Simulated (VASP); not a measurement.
# BP (F-43m) in VASP: a series of runs

BP is run at these levels: LDA; tasks: single point.

Program: VASP 6.6.1. These are calculated values, not measurements. Logs are shortened: lines on timing, memory, paths and dates and some standing lists are left out, and cuts for length are marked.

## (1) The cell of the first run

Symmetry: F-43m, No. 216, cubic system. Conventional cell: a = 4.568 Å, b = 4.568 Å, c = 4.568 Å, α = 90.00°, β = 90.00°, γ = 90.00°. Within 2.6 Å of B (site symmetry -43m) lie 4 P at 1.98 Å. Within 2.6 Å of P (site symmetry -43m) lie 4 B at 1.98 Å.

## (2) Single point, LDA

The input, INCAR:

```
SYSTEM = BP
PREC = Accurate
ENCUT = 520
EDIFF = 1E-7
ISMEAR = 0
SIGMA = 0.01
LREAL = .FALSE.
LASPH = .TRUE.
NELM = 100
ALGO = Normal
ISIF = 2
LWAVE = .FALSE.
LCHARG = .FALSE.
NBANDS = 11
```

The input, KPOINTS:

```
Automatic mesh
0
G
  8 8 8
  0 0 0
```

The input, POSCAR:

```
BP
1.0
    0.0000000000      2.2840269280      2.2840269280
    2.2840269280      0.0000000000      2.2840269280
    2.2840269280      2.2840269280      0.0000000000
B P
1 1
Direct
    0.0000000000      0.0000000000      0.0000000000
    0.2500000000      0.2500000000      0.2500000000
```

Potentials or basis: VASP PAW LDA potentials, release 64 (B, P).

Command:

```sh
$ cat potpaw_LDA.64/B/POTCAR potpaw_LDA.64/P/POTCAR > POTCAR
$ mpirun -np 1 vasp_std > vasp.out
```

OUTCAR:

```text
SYSTEM = BP
   PREC = Accurate
   ENCUT = 520
   EDIFF = 1E-7
   ISMEAR = 0
   LREAL = .FALSE.
   LASPH = .TRUE.
   NELM = 100
   ISIF = 2

 ion  position               nearest neighbor table
   1  0.000  0.000  0.000-   2 1.98   2 1.98   2 1.98   2 1.98
   2  0.250  0.250  0.250-   1 1.98   1 1.98   1 1.98   1 1.98

  LATTYP: Found a face centered cubic cell.
 ALAT       =     4.5680538560

  Lattice vectors:

 A1 = (   0.0000000000,   2.2840269280,   2.2840269280)
 A2 = (   2.2840269280,   0.0000000000,   2.2840269280)
 A3 = (   2.2840269280,   2.2840269280,   0.0000000000)

Analysis of symmetry for initial positions (statically):
=====================================================================
 Subroutine PRICEL returns:
 Original cell was already a primitive cell.

 Routine SETGRP: Setting up the symmetry group for a
 face centered cubic supercell.

 Subroutine GETGRP returns: Found 24 space group operations
 (whereof 24 operations were pure point group operations)
 out of a pool of 48 trial point group operations.

The static configuration has the point symmetry T_d .

Analysis of symmetry for dynamics (positions and initial velocities):
=====================================================================
 Subroutine PRICEL returns:
 Original cell was already a primitive cell.

 Routine SETGRP: Setting up the symmetry group for a
 face centered cubic supercell.

 Subroutine GETGRP returns: Found 24 space group operations
 (whereof 24 operations were pure point group operations)
 out of a pool of 48 trial point group operations.

The dynamic configuration has the point symmetry T_d .

 Subroutine INISYM returns: Found 24 space group operations
 (whereof 24 operations are pure point group operations),
 and found     1 'primitive' translations

----------------------------------------------------------------------------------------

                                     Primitive cell

  volume of cell :      23.8305

  direct lattice vectors                    reciprocal lattice vectors
     0.000000000  2.284026928  2.284026928    -0.218911605  0.218911605  0.218911605
     2.284026928  0.000000000  2.284026928     0.218911605 -0.218911605  0.218911605
     2.284026928  2.284026928  0.000000000     0.218911605  0.218911605 -0.218911605

  length of vectors
     3.230101858  3.230101858  3.230101858     0.379166022  0.379166022  0.379166022

  position of ions in fractional coordinates (direct lattice)
     0.000000000  0.000000000  0.000000000
     0.250000000  0.250000000  0.250000000

  ion indices of the primitive-cell ions
   primitive index   ion index
                 1           1
                 2           2

----------------------------------------------------------------------------------------

 KPOINTS: Automatic mesh

Automatic generation of k-mesh.
 Grid dimensions read from file:
 generate k-points for:    8    8    8

 Generating k-lattice:

  Cartesian coordinates                     Fractional coordinates (reciprocal lattice)
    -0.027363951  0.027363951  0.027363951     0.125000000  0.000000000  0.000000000
     0.027363951 -0.027363951  0.027363951     0.000000000  0.125000000  0.000000000
     0.027363951  0.027363951 -0.027363951     0.000000000  0.000000000  0.125000000

  Length of vectors
     0.047395753  0.047395753  0.047395753

  Shift w.r.t. Gamma in fractional coordinates (k-lattice)
     0.000000000  0.000000000  0.000000000

 Subroutine IBZKPT returns following result:
 ===========================================

 Found     29 irreducible k-points:

 Following reciprocal coordinates:
            Coordinates               Weight
  0.000000  0.000000  0.000000      1.000000
  0.125000  0.000000  0.000000      8.000000
  0.250000  0.000000  0.000000      8.000000
  0.375000  0.000000  0.000000      8.000000
  0.500000  0.000000  0.000000      4.000000
  0.125000  0.125000  0.000000      6.000000
[... 16 lines left out ...]
  0.500000  0.250000  0.125000     48.000000
 -0.375000  0.250000  0.125000     24.000000
 [... further k-points ...]
   k-points           NKPTS =     29   k-points in BZ     NKDIM =     29   number of bands    NBANDS=     11
   number of dos      NEDOS =    301   number of ions     NIONS =      2
   total plane-waves  NPLWV =  13824
   dimension x,y,z NGX =    24 NGY =   24 NGZ =   24
   dimension x,y,z NGXF=    48 NGYF=   48 NGZF=   48
   ions per type =               1   1
   NGX,Y,Z   is equivalent  to a cutoff of  12.35, 12.35, 12.35 a.u.
   NGXF,Y,Z  is equivalent  to a cutoff of  24.70, 24.70, 24.70 a.u.
 SYSTEM =  BP
   PREC   = accura    normal or accurate (medium, high low for compatibility)
   ISTART =      0    job   : 0-new  1-cont  2-samecut
   ICHARG =      2    charge: 1-file 2-atom 10-const
   ISPIN  =      1    spin polarized calculation?
   LNONCOLLINEAR =      F non collinear calculations
   LSORBIT =      F    spin-orbit coupling
   LASPH  =      T    aspherical Exc in radial PAW
   ENCUT  =  520.0 eV  38.22 Ry    6.18 a.u.   6.01  6.01  6.01*2*pi/ulx,y,z
   NELM   =    100;   NELMIN=  2; NELMDL= -5     # of ELM steps
   EDIFF  = 0.1E-06   stopping-criterion for ELM
   LREAL  =      F    real-space projection
   EDIFFG = 0.1E-05   stopping-criterion for IOM
   NSW    =      0    number of steps for IOM
   IBRION =     -1    ionic relax: 0-MD 1-quasi-New 2-CG
   NFREE  =      0    steps in history (QN), initial steepest desc. (CG)
   ISIF   =      2    stress and relaxation
   ISYM   =      2    0-nonsym 1-usesym 2-fastsym
   POTIM  = 0.5000    time-step for ionic-motion
   TEBEG  =    0.0;   TEEND  =   0.0 temperature during run
   PSTRESS=    0.0 pullay stress
   NELECT =       8.0000    total number of electrons
   NUPDOWN=      -1.0000    fix difference up-down
   EMIN   =  10.00;   EMAX   =-10.00  energy-range for DOS
   EFERMI =   0.00;   METHOD = LEGACY
   ISMEAR =     0;   SIGMA  =   0.01  broadening in eV -4-tet -1-fermi 0-gaus
   EFERMI_NEDOS =   21; number of points for ismear=-14 and -15
   IALGO  =     38    algorithm
   IMIX   =      4    mixing-type and parameters
     AMIX     =   0.40;   BMIX     =  1.00
     AMIX_MAG =   1.60;   BMIX_MAG =  1.00
  volume/ion in A,a.u.               =      11.92        80.41
  Fermi-wavevector in a.u.,A,eV,Ry     =   1.137785  2.150102 17.613492  1.294555
  Thomas-Fermi vector in A             =   2.274490
   LORBIT       =      0    0 simple, 1 ext, 2 COOP (PROOUT), +10 PAW based schemes
   GGA     = CA    functional components
   LHFCALC =     F    Hartree Fock is set to
   AEXX    =    0.0000 exact exchange contribution
   IVDW    =     0    specifies the selected vdW correction
   LEPSILON=     F    determine dielectric tensor
   LRPA    =     F    only Hartree local field effects (RPA)
 non-spin polarized calculation
 Gauss-broadening in eV      SIGMA  =   0.01
  energy-cutoff  :      520.00
  volume of cell :       23.83
 maximum number of plane-waves:       660
   NGX = 13   NGY = 13   NGZ = 13

 number of electron       7.9999999 magnetization

 Free energy of the ion-electron system (eV)
  ---------------------------------------------------
  ext. energy  EPLUGINS =         0.00000000
  ---------------------------------------------------
  free energy    TOTEN  =       -14.36560578 eV

  energy without entropy =      -14.36560578  energy(sigma->0) =      -14.36560578

 E-fermi :   7.2252     XC(G=0): -11.0062

 val. band max:        7.1722067954   @ k =   0.0000   0.0000   0.0000
 cond. band min:       8.4094009446   @ k =   0.3750   0.3750   0.0000
 fundamental gap:      1.2371941492
 Fermi energy:         7.2251987237

 k-point     1 :       0.0000    0.0000    0.0000
  band No.  band energies     occupation
      1      -8.0448      2.00000
      2       7.1722      2.00000
      3       7.1722      2.00000
      4       7.1722      2.00000
      5      10.5205      0.00000
      6      10.5205      0.00000
      7      10.5205      0.00000
      8      14.2413      0.00000
      9      18.2914      0.00000
     10      19.2958      0.00000
     11      19.2958      0.00000

 k-point     2 :       0.1250    0.0000    0.0000
  band No.  band energies     occupation
      1      -7.7686      2.00000
      2       5.3507      2.00000
      3       6.7530      2.00000
      4       6.7530      2.00000
      5      11.0151      0.00000
      6      11.0994      0.00000
      7      11.0995      0.00000
      8      15.0366      0.00000
      9      18.3615      0.00000
     10      18.3615      0.00000
     11      19.1055      0.00000

 k-point     3 :       0.2500    0.0000    0.0000
  band No.  band energies     occupation
      1      -6.9588      2.00000
      2       2.4094      2.00000
      3       6.0770      2.00000
      4       6.0770      2.00000
      5      11.0556      0.00000
      6      11.8615      0.00000
      7      11.8615      0.00000
      8      16.4774      0.00000
      9      18.0772      0.00000
     10      18.0772      0.00000
     11      19.8347      0.00000

 k-point     4 :       0.3750    0.0000    0.0000
  band No.  band energies     occupation
      1      -5.7215      2.00000
      2      -0.2675      2.00000
      3       5.6083      2.00000
      4       5.6083      2.00000
      5      10.9011      0.00000
      6      11.9339      0.00000
      7      11.9339      0.00000
      8      17.0474      0.00000
      9      19.6755      0.00000
     10      19.6755      0.00000
     11      20.5700      0.00000
[... 239 lines left out ...]
 k-point    22 :       0.3750    0.2500    0.1250
  band No.  band energies     occupation
      1      -6.2491      2.00000
      2       2.3230      2.00000
      3       3.4488      2.00000
      4       5.2320      2.00000
      5      10.5615      0.00000
      6      13.0674      0.00000
      7      13.2545      0.00000
      8      14.5370      0.00000
      9      18.5824      0.00000
     10      20.8097      0.00000
     11      22.3508      0.00000

 k-point    23 :       0.5000    0.2500    0.1250
  band No.  band energies     occupation
      1      -5.0443      2.00000
      2       0.2002      2.00000
      3       2.8056      2.00000
      4       4.4768      2.00000
      5      11.1982      0.00000
      6      12.5411      0.00000
      7      14.3353      0.00000
      8      15.3485      0.00000
      9      19.3200      0.00000
     10      20.3584      0.00000
     11      23.8613      0.00000

 k-point    24 :      -0.3750    0.2500    0.1250
  band No.  band energies     occupation
      1      -4.1473      2.00000
      2      -1.1148      2.00000
      3       2.7270      2.00000
      4       4.1149      2.00000
      5      11.2827      0.00000
      6      12.2740      0.00000
      7      15.2987      0.00000
      8      16.7256      0.00000
      9      17.4414      0.00000
     10      21.3775      0.00000
     11      23.6821      0.00000

 [... further k-points ...]
[... 5 lines left out ...]
  --------------------------------------------------------------------------------------
  -------------------------------------------------------------------------------------
  Total       -1.2292386     -1.2292386     -1.2292386      0.0000000      0.0000000      0.0000000
  in kB      -82.6443391    -82.6443391    -82.6443391      0.0000000      0.0000000      0.0000000
  external PRESSURE =     -82.6443391 kB  Pullay stress =       0.0000000 kB

 VOLUME and BASIS-vectors are now :
 -----------------------------------------------------------------------------
  energy-cutoff  :      520.00
  volume of cell :       23.83
      direct lattice vectors                 reciprocal lattice vectors
     0.000000000  2.284026928  2.284026928    -0.218911605  0.218911605  0.218911605
     2.284026928  0.000000000  2.284026928     0.218911605 -0.218911605  0.218911605
     2.284026928  2.284026928  0.000000000     0.218911605  0.218911605 -0.218911605

 POSITION                                       TOTAL-FORCE (eV/Angst)
 -----------------------------------------------------------------------------------
      0.00000      0.00000      0.00000        -0.000000     -0.000000      0.000000
      1.14201      1.14201      1.14201         0.000000      0.000000     -0.000000
 -----------------------------------------------------------------------------------
    total drift:                                0.000000      0.000000      0.000000

  FREE ENERGIE OF THE ION-ELECTRON SYSTEM (eV)
  ---------------------------------------------------
  free  energy   TOTEN  =       -14.3656057839 eV

  energy  without entropy=      -14.3656057839  energy(sigma->0) =      -14.36560578
```

It took 2.8 s on 1 thread of Intel Xeon 6975P-C (Granite Rapids), shared host; peak memory 0.12 GiB.

Results:

- Free energy: -14.3656 eV
- Pressure: -8.3 GPa
- Band gap on the k mesh: 1.24 eV, indirect (least direct gap 3.35 eV)

Levels at points of the mesh, in eV from the valence-band top:
```csv
k point,band 1,band 2,band 3,band 4,band 5,band 6,band 7,band 8
"(0.00, 0.00, 0.00)",-15.22,0.00,0.00,0.00,3.35,3.35,3.35,7.07
"(0.50, 0.00, 0.00)",-11.96,-8.87,-1.72,-1.72,3.66,4.66,4.66,9.85
"(0.50, 0.50, 0.00)",-10.49,-8.39,-4.04,-4.04,1.34,1.57,11.81,11.81
```

## (3) Single point, LDA

This run uses another cell than the first one, of 12.15 Å³/atom, 1.020 times its volume.

The input, INCAR:

```
PREC = Accurate
ENCUT = 520
EDIFF = 1E-7
ISMEAR = 0
SIGMA = 0.01
LREAL = False
LASPH = True
NELM = 60
ALGO = Normal
ISIF = 2
LWAVE = False
LCHARG = True
LELF = True
LVHAR = True
NBANDS = 11
```

The input, KPOINTS:

```
Automatic mesh
0
Gamma
  8 8 8
```

The input, POSCAR:

```
BP
1.0
    0.0000000000      2.2988586873      2.2988586873
    2.2988586873      0.0000000000      2.2988586873
    2.2988586873      2.2988586873      0.0000000000
B P
1 1
Direct
    0.0000000000      0.0000000000      0.0000000000
    0.2500000000      0.2500000000      0.2500000000
```

Potentials or basis: VASP PAW LDA potentials, release 64 (B, P).

Command:

```sh
$ cat potpaw_LDA.64/B/POTCAR potpaw_LDA.64/P/POTCAR > POTCAR
$ mpirun -np 1 vasp_std > vasp.out
```

Run time: 2.9 s. Hardware: 1 thread of Intel Xeon 6975P-C (Granite Rapids), shared host; peak memory 0.12 GiB.

It converged, with:

| Item | Value |
| --- | --- |
| Free energy | -14.3378 eV |
| Pressure | -10.9 GPa |
| Band gap on the k mesh | 1.26 eV, indirect (least direct gap 3.32 eV) |

Levels at points of the mesh, in eV from the valence-band top:
```csv
k point,band 1,band 2,band 3,band 4,band 5,band 6,band 7,band 8,band 9
"(0.00, 0.00, 0.00)",-15.05,0.00,0.00,0.00,3.32,3.32,3.32,6.78,10.99
"(0.50, 0.00, 0.00)",-11.86,-8.74,-1.70,-1.70,3.55,4.65,4.65,9.78,14.16
"(0.50, 0.50, 0.00)",-10.42,-8.29,-3.97,-3.97,1.37,1.58,11.63,11.63,14.51
```

A k mesh can miss the band edges. LDA gaps usually lie below the measured ones, often by a third to a half.

## (4) Single point, LDA

This run uses another cell than the first one, of 12.38 Å³/atom, 1.039 times its volume.

The input, INCAR:

```
SYSTEM = BP
PREC = Accurate
ENCUT = 520
EDIFF = 1E-6
ISMEAR = 0
SIGMA = 0.01
LREAL = .FALSE.
LASPH = .TRUE.
NELM = 60
ALGO = Normal
ISIF = 2
LWAVE = .FALSE.
LCHARG = .FALSE.
NBANDS = 11
```

The input, KPOINTS:

```
Automatic mesh
0
G
  8 8 8
  0 0 0
```

The input, POSCAR:

```
BP
1.0
    0.0000000000      2.3135014941      2.3135014941
    2.3135014941      0.0000000000      2.3135014941
    2.3135014941      2.3135014941      0.0000000000
B P
1 1
Direct
    0.0000000000      0.0000000000      0.0000000000
    0.2500000000      0.2500000000      0.2500000000
```

Command:

```sh
$ cat potpaw_LDA.64/B/POTCAR potpaw_LDA.64/P/POTCAR > POTCAR
$ mpirun -np 1 vasp_std > vasp.out
```

Run time: 3.1 s. Hardware: 1 thread of Intel Xeon 6975P-C (Granite Rapids), shared host; peak memory 0.12 GiB.

The run converged. Its results:

| Quantity | Value |
| --- | --- |
| Free energy | -14.3025 eV |
| Pressure | -13.4 GPa |
| Band gap on the k mesh | 1.28 eV, indirect (least direct gap 3.29 eV) |

Levels at points of the mesh, in eV from the valence-band top:
```csv
k point,band 1,band 2,band 3,band 4,band 5,band 6,band 7,band 8
"(0.00, 0.00, 0.00)",-14.89,0.00,0.00,0.00,3.29,3.29,3.29,6.50
"(0.50, 0.00, 0.00)",-11.77,-8.61,-1.68,-1.68,3.43,4.63,4.63,9.71
"(0.50, 0.50, 0.00)",-10.36,-8.19,-3.90,-3.90,1.40,1.60,11.46,11.46
```

## (5) The runs side by side

| cell | gap on the mesh (eV) | pressure (GPa) |
| --- | --- | --- |
| a = 3.230 Å, angles 60.0°, 2 atoms | 1.24 | -8.3 |
| a = 3.251 Å, angles 60.0°, 2 atoms | 1.26 | -10.9 |
| a = 3.272 Å, angles 60.0°, 2 atoms | 1.28 | -13.4 |

Alike in all rows: task single point; level LDA; potentials or basis VASP PAW LDA potentials, release 64 (B, P); no spin polarisation; k mesh 8 × 8 × 8; cutoff (eV) 520; smearing gaussian 0.01 eV.

Total energies depend on the potentials used, so only differences within one code and one set of settings carry meaning.
